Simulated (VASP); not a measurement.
# Ti (I4/mmm) in VASP: notebook

Ti is run at these levels: PBEsol; tasks: single point.

Program: VASP 6.6.1. These are calculated values, not measurements. Logs are shortened: lines on timing, memory, paths and dates and some standing lists are left out, and cuts for length are marked.

## Step 1: The cell of the first run

The structure is tetragonal, space group I4/mmm (No. 139). Conventional cell: a = 2.871 Å, b = 2.871 Å, c = 4.141 Å, α = 90.00°, β = 90.00°, γ = 90.00°. Within 3.8 Å of Ti (site symmetry 4/mmm) lie 12 Ti at 2.87 to 2.90 Å.

## Step 2: Single point, PBEsol (strain +0.0200 x Voigt [0, 0, 1, 0, 0, 0])

Input file INCAR:

```
SYSTEM = Ti
  PREC = Accurate
  ENCUT = 520
  EDIFF = 1E-7
  ISMEAR = 0
  SIGMA = 0.15
  LREAL = .False.
  LASPH = .True.
  NELM = 100
  ALGO = Normal
  ISIF = 2
  LWAVE = .False.
  LCHARG = .True.
  GGA = PS
  LELF = .True.
  LVHAR = .True.
  NBANDS = 12
```

Input file KPOINTS:

```
Automatic mesh
0
Gamma
  20 20 20
  0 0 0
```

Input file POSCAR:

```
Ti
1.0
    0.0000000000      2.0300000000      2.0706000000
    2.0300000000      0.0000000000      2.0706000000
    2.0300000000      2.0300000000      0.0000000000
Ti
1
Direct
    0.0000000000      0.0000000000      0.0000000000
```

Potentials or basis: VASP PAW PBE potentials, release 64 (Ti_sv).

Started as:

```console
cat potpaw_PBE.64/Ti_sv/POTCAR > POTCAR
mpirun -np 1 vasp_std > vasp.out
```

OUTCAR:

```text
SYSTEM = Ti
   PREC = Accurate
   ENCUT = 520
   EDIFF = 1E-7
   ISMEAR = 0
   LREAL = .False.
   LASPH = .True.
   NELM = 100
   ISIF = 2
   GGA = PS

 ion  position               nearest neighbor table
   1  0.000  0.000  0.000-

  LATTYP: Found a body centered tetragonal cell.
 ALAT       =     2.8708535316
 C/A-ratio  =     1.4424978336

  Lattice vectors:

 A1 = (  -2.0300000000,   0.0000000000,   2.0706000000)
 A2 = (   2.0300000000,   0.0000000000,   2.0706000000)
 A3 = (   0.0000000000,   2.0300000000,  -2.0706000000)

Analysis of symmetry for initial positions (statically):
=====================================================================
 Subroutine PRICEL returns:
 Original cell was already a primitive cell.

 Routine SETGRP: Setting up the symmetry group for a
 body centered tetragonal supercell.

 Subroutine GETGRP returns: Found 16 space group operations
 (whereof 16 operations were pure point group operations)
 out of a pool of 16 trial point group operations.

The static configuration has the point symmetry D_4h.

Analysis of symmetry for dynamics (positions and initial velocities):
=====================================================================
 Subroutine PRICEL returns:
 Original cell was already a primitive cell.

 Routine SETGRP: Setting up the symmetry group for a
 body centered tetragonal supercell.

 Subroutine GETGRP returns: Found 16 space group operations
 (whereof 16 operations were pure point group operations)
 out of a pool of 16 trial point group operations.

The dynamic configuration has the point symmetry D_4h.

 Subroutine INISYM returns: Found 16 space group operations
 (whereof 16 operations are pure point group operations),
 and found     1 'primitive' translations

----------------------------------------------------------------------------------------

                                     Primitive cell

  volume of cell :      17.0655

  direct lattice vectors                    reciprocal lattice vectors
     0.000000000  2.030000000  2.070600000    -0.246305419  0.246305419  0.241475901
     2.030000000  0.000000000  2.070600000     0.246305419 -0.246305419  0.241475901
     2.030000000  2.030000000  0.000000000     0.246305419  0.246305419 -0.241475901

  length of vectors
     2.899704185  2.899704185  2.870853532     0.423843520  0.423843520  0.423843520

  position of ions in fractional coordinates (direct lattice)
     0.000000000  0.000000000  0.000000000

  ion indices of the primitive-cell ions
   primitive index   ion index
                 1           1

----------------------------------------------------------------------------------------

 KPOINTS: Automatic mesh

Automatic generation of k-mesh.
 Grid dimensions read from file:
 generate k-points for:   20   20   20

 Generating k-lattice:

  Cartesian coordinates                     Fractional coordinates (reciprocal lattice)
    -0.012315271  0.012315271  0.012073795     0.050000000 -0.000000000  0.000000000
     0.012315271 -0.012315271  0.012073795    -0.000000000  0.050000000  0.000000000
     0.012315271  0.012315271 -0.012073795     0.000000000  0.000000000  0.050000000

  Length of vectors
     0.021192176  0.021192176  0.021192176

  Shift w.r.t. Gamma in fractional coordinates (k-lattice)
     0.000000000  0.000000000  0.000000000

 Subroutine IBZKPT returns following result:
 ===========================================

 Found    641 irreducible k-points:

 Following reciprocal coordinates:
            Coordinates               Weight
  0.000000  0.000000  0.000000      1.000000
  0.050000  0.000000  0.000000      8.000000
  0.100000  0.000000  0.000000      8.000000
  0.150000  0.000000  0.000000      8.000000
  0.200000  0.000000  0.000000      8.000000
  0.250000  0.000000  0.000000      8.000000
[... 16 lines left out ...]
 -0.400000  0.050000  0.000000      8.000000
 -0.350000  0.050000  0.000000      8.000000
 [... further k-points ...]
   k-points           NKPTS =    641   k-points in BZ     NKDIM =    641   number of bands    NBANDS=     12
   number of dos      NEDOS =    301   number of ions     NIONS =      1
   total plane-waves  NPLWV =  13824
   dimension x,y,z NGX =    24 NGY =   24 NGZ =   24
   dimension x,y,z NGXF=    48 NGYF=   48 NGZF=   48
   ions per type =               1
   NGX,Y,Z   is equivalent  to a cutoff of  13.76, 13.76, 13.90 a.u.
   NGXF,Y,Z  is equivalent  to a cutoff of  27.52, 27.52, 27.80 a.u.
 SYSTEM =  Ti
   PREC   = accura    normal or accurate (medium, high low for compatibility)
   ISTART =      0    job   : 0-new  1-cont  2-samecut
   ICHARG =      2    charge: 1-file 2-atom 10-const
   ISPIN  =      1    spin polarized calculation?
   LNONCOLLINEAR =      F non collinear calculations
   LSORBIT =      F    spin-orbit coupling
   LASPH  =      T    aspherical Exc in radial PAW
   ENCUT  =  520.0 eV  38.22 Ry    6.18 a.u.   5.39  5.39  5.34*2*pi/ulx,y,z
   NELM   =    100;   NELMIN=  2; NELMDL= -5     # of ELM steps
   EDIFF  = 0.1E-06   stopping-criterion for ELM
   LREAL  =      F    real-space projection
   EDIFFG = 0.1E-05   stopping-criterion for IOM
   NSW    =      0    number of steps for IOM
   IBRION =     -1    ionic relax: 0-MD 1-quasi-New 2-CG
   NFREE  =      0    steps in history (QN), initial steepest desc. (CG)
   ISIF   =      2    stress and relaxation
   ISYM   =      2    0-nonsym 1-usesym 2-fastsym
   POTIM  = 0.5000    time-step for ionic-motion
   TEBEG  =    0.0;   TEEND  =   0.0 temperature during run
   PSTRESS=    0.0 pullay stress
   NELECT =      12.0000    total number of electrons
   NUPDOWN=      -1.0000    fix difference up-down
   EMIN   =  10.00;   EMAX   =-10.00  energy-range for DOS
   EFERMI =   0.00;   METHOD = LEGACY
   ISMEAR =     0;   SIGMA  =   0.15  broadening in eV -4-tet -1-fermi 0-gaus
   EFERMI_NEDOS =   21; number of points for ismear=-14 and -15
   IALGO  =     38    algorithm
   IMIX   =      4    mixing-type and parameters
     AMIX     =   0.40;   BMIX     =  1.00
     AMIX_MAG =   1.60;   BMIX_MAG =  1.00
  volume/ion in A,a.u.               =      17.07       115.16
  Fermi-wavevector in a.u.,A,eV,Ry     =   1.455780  2.751026 28.834774  2.119296
  Thomas-Fermi vector in A             =   2.572775
   LORBIT       =      0    0 simple, 1 ext, 2 COOP (PROOUT), +10 PAW based schemes
   GGA     = PS    functional components
   LHFCALC =     F    Hartree Fock is set to
   AEXX    =    0.0000 exact exchange contribution
   IVDW    =     0    specifies the selected vdW correction
   LEPSILON=     F    determine dielectric tensor
   LRPA    =     F    only Hartree local field effects (RPA)
 non-spin polarized calculation
 Gauss-broadening in eV      SIGMA  =   0.15
  energy-cutoff  :      520.00
  volume of cell :       17.07
 maximum number of plane-waves:       475
 NGX is ok and might be reduce to    24
   NGX = 11   NGY = 11   NGZ = 11

 number of electron      12.0000002 magnetization

 Free energy of the ion-electron system (eV)
  ---------------------------------------------------
  ext. energy  EPLUGINS =         0.00000000
  ---------------------------------------------------
  free energy    TOTEN  =        -8.28887701 eV

  energy without entropy =       -8.26954226  energy(sigma->0) =       -8.27920963

 E-fermi :   8.2806     XC(G=0): -11.7204

 val. band max:        8.2802064948   @ k =  -0.3500   0.3000   0.0000
 cond. band min:       8.2848261350   @ k =   0.2500   0.0000   0.1000
 fundamental gap:      0.0046196403
 Fermi energy:         8.2805740037

 k-point     1 :       0.0000    0.0000    0.0000
  band No.  band energies     occupation
      1     -48.1675      2.00000
      2     -24.1027      2.00000
      3     -24.0987      2.00000
      4     -24.0987      2.00000
      5       2.1419      2.00000
      6       9.0620      0.00000
      7       9.2240      0.00000
      8       9.2240      0.00000
      9      10.7348      0.00000
     10      10.9232      0.00000
     11      23.6531      0.00000
     12      27.8511      0.00000

 k-point     2 :       0.0500    0.0000    0.0000
  band No.  band energies     occupation
      1     -48.1643      2.00000
      2     -24.1185      2.00000
      3     -24.1037      2.00000
      4     -24.1007      2.00000
      5       2.2246      2.00000
      6       9.0573      0.00000
      7       9.2071      0.00000
      8       9.2546      0.00000
      9      10.7166      0.00000
     10      10.9011      0.00000
     11      23.7260      0.00000
     12      27.4184      0.00000

 k-point     3 :       0.1000    0.0000    0.0000
  band No.  band energies     occupation
      1     -48.1549      2.00000
      2     -24.1711      2.00000
      3     -24.1112      2.00000
      4     -24.1067      2.00000
      5       2.4680      2.00000
      6       8.9579      0.00000
      7       9.2426      0.00000
      8       9.3375      0.00000
      9      10.6750      0.00000
     10      10.8464      0.00000
     11      23.8807      0.00000
     12      26.1522      0.00000

 k-point     4 :       0.1500    0.0000    0.0000
  band No.  band energies     occupation
      1     -48.1402      2.00000
      2     -24.2527      2.00000
      3     -24.1225      2.00000
      4     -24.1158      2.00000
      5       2.8578      2.00000
      6       8.7635      0.00001
      7       9.3272      0.00000
      8       9.4425      0.00000
      9      10.6508      0.00000
     10      10.7955      0.00000
     11      23.7753      0.00000
     12      25.0140      0.00000

 k-point     5 :       0.2000    0.0000    0.0000
  band No.  band energies     occupation
      1     -48.1217      2.00000
      2     -24.3544      2.00000
      3     -24.1367      2.00000
      4     -24.1273      2.00000
      5       3.3676      2.00000
      6       8.5446      0.01280
      7       9.3772      0.00000
      8       9.5153      0.00000
      9      10.7069      0.00000
     10      10.8091      0.00000
     11      22.7571      0.00000
     12      24.6541      0.00000
[... 228 lines left out ...]
      1     -48.0327      2.00000
      2     -24.8099      2.00000
      3     -24.2134      2.00000
      4     -24.1848      2.00000
      5       5.7035      2.00000
      6       8.7061      0.00006
      7       9.0457      0.00000
      8       9.1833      0.00000
      9      11.9141      0.00000
     10      12.0971      0.00000
     11      16.6640      0.00000
     12      22.9203      0.00000

 k-point    22 :      -0.4500    0.0500    0.0000
  band No.  band energies     occupation
      1     -48.0336      2.00000
      2     -24.8053      2.00000
      3     -24.2155      2.00000
      4     -24.1810      2.00000
      5       5.6894      2.00000
      6       8.7126      0.00005
      7       9.0151      0.00000
      8       9.1829      0.00000
      9      11.8320      0.00000
     10      12.1363      0.00000
     11      16.7544      0.00000
     12      22.9353      0.00000

 k-point    23 :      -0.4000    0.0500    0.0000
  band No.  band energies     occupation
      1     -48.0410      2.00000
      2     -24.7682      2.00000
      3     -24.2124      2.00000
      4     -24.1735      2.00000
      5       5.5618      2.00000
      6       8.5621      0.00795
      7       8.9881      0.00000
      8       9.2290      0.00000
      9      11.6394      0.00000
     10      12.0210      0.00000
     11      17.3866      0.00000
     12      23.1078      0.00000

 k-point    24 :      -0.3500    0.0500    0.0000
  band No.  band energies     occupation
      1     -48.0540      2.00000
      2     -24.7018      2.00000
      3     -24.2044      2.00000
      4     -24.1631      2.00000
      5       5.2743      2.00000
      6       8.3296      0.64387
      7       9.0660      0.00000
      8       9.3158      0.00000
      9      11.3689      0.00000
     10      11.7918      0.00000
     11      18.3954      0.00000
     12      23.4149      0.00000

 [... further k-points ...]
[... 5 lines left out ...]
  --------------------------------------------------------------------------------------
  -------------------------------------------------------------------------------------
  Total       -0.2634215     -0.2634215     -0.3387533      0.0000000      0.0000000      0.0000000
  in kB      -24.7311020    -24.7311020    -31.8035713      0.0000000      0.0000000      0.0000000
  external PRESSURE =     -27.0885918 kB  Pullay stress =       0.0000000 kB

 VOLUME and BASIS-vectors are now :
 -----------------------------------------------------------------------------
  energy-cutoff  :      520.00
  volume of cell :       17.07
      direct lattice vectors                 reciprocal lattice vectors
     0.000000000  2.030000000  2.070600000    -0.246305419  0.246305419  0.241475901
     2.030000000  0.000000000  2.070600000     0.246305419 -0.246305419  0.241475901
     2.030000000  2.030000000  0.000000000     0.246305419  0.246305419 -0.241475901

 POSITION                                       TOTAL-FORCE (eV/Angst)
 -----------------------------------------------------------------------------------
      0.00000      0.00000      0.00000         0.000000      0.000000      0.000000
 -----------------------------------------------------------------------------------
    total drift:                               -0.000000      0.000000      0.000000

  FREE ENERGIE OF THE ION-ELECTRON SYSTEM (eV)
  ---------------------------------------------------
  free  energy   TOTEN  =        -8.2888770057 eV

  energy  without entropy=       -8.2695422626  energy(sigma->0) =       -8.27920963
```

Wall time 84 s (1 thread of Intel Xeon 6975P-C, shared host); peak memory 0.25 GiB.

Results:

| Item | Value |
| --- | --- |
| Free energy | -8.2889 eV |
| Pressure | -2.7 GPa |
| Band gap on the k mesh | zero (band 6 reaches 9.11 eV, above the bottom of band 7 at 7.85 eV) |

Stress tensor (GPa, compression positive):
```
-2.47  0.00  0.00
 0.00 -2.47  0.00
 0.00  0.00 -3.18
```

Caveat: the cell differs from its parent crystal (strain +0.0200 x Voigt [0, 0, 1, 0, 0, 0]); the PAW data sets were made with another functional, which shifts forces and pressure a little.

[end of part 1 of 2]
